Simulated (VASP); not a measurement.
Runs of VASP 6.6.1 on SnSe. The structure is that of space group Fm-3m (No. 225), or close to it. The cells are those of the table. 

```csv
level,cell,cutoff (eV),gap on the mesh (eV),pressure (GPa)
PBE,"a = 4.246 Å, angles 60.0°, 2 atoms",500,0.62,1.3
r2SCAN,"a = 4.211, b = 4.211, c = 4.161 Å, angles 60.4, 60.4, 59.2°, 2 atoms",550,0.69,2.6
PBE,"a = 4.199, b = 4.199, c = 4.118 Å, angles 60.6, 60.6, 58.7°, 2 atoms",500,0.72,4.8
r2SCAN,"a = 4.199, b = 4.199, c = 4.118 Å, angles 60.6, 60.6, 58.7°, 2 atoms",550,0.70,(b)
r2SCAN,"a = 4.182, b = 4.182, c = 4.076 Å, angles 60.8, 60.8, 58.3°, 2 atoms",550,0.72,(c)
PBE,"a = 4.182, b = 4.182, c = 4.076 Å, angles 60.8, 60.8, 58.3°, 2 atoms",500,0.63,(a)
PBE,"a = 4.263, b = 4.263, c = 4.288 Å, angles 59.8, 59.8, 60.4°, 2 atoms",500,0.54,0.4
PBE,"a = 4.280, b = 4.280, c = 4.331 Å, angles 59.6, 59.6, 60.8°, 2 atoms",500,0.48,-0.4
PBE,"a = 4.211, b = 4.211, c = 4.161 Å, angles 60.4, 60.4, 59.2°, 2 atoms",500,0.73,3.6
PBE,"a = 4.228, b = 4.228, c = 4.203 Å, angles 60.2, 60.2, 59.6°, 2 atoms",500,0.70,2.4
```

Alike in all rows: task single point; potentials or basis VASP PAW PBE potentials, release 64 (Sn_d, Se); no spin polarisation; k mesh 8 × 8 × 8; smearing fermi-dirac 0.02 eV.

Task: Estimate the missing entries.

Result: (a) 6.4; (b) 3.8; (c) 5.3.

Caveats: spin-orbit coupling is left out, which moves the levels of the heavy elements; the PAW data sets were made with another functional, which shifts forces and pressure a little (some runs).

A k mesh can miss the band edges, and the runs leave out spin-orbit coupling on Se, Sn.
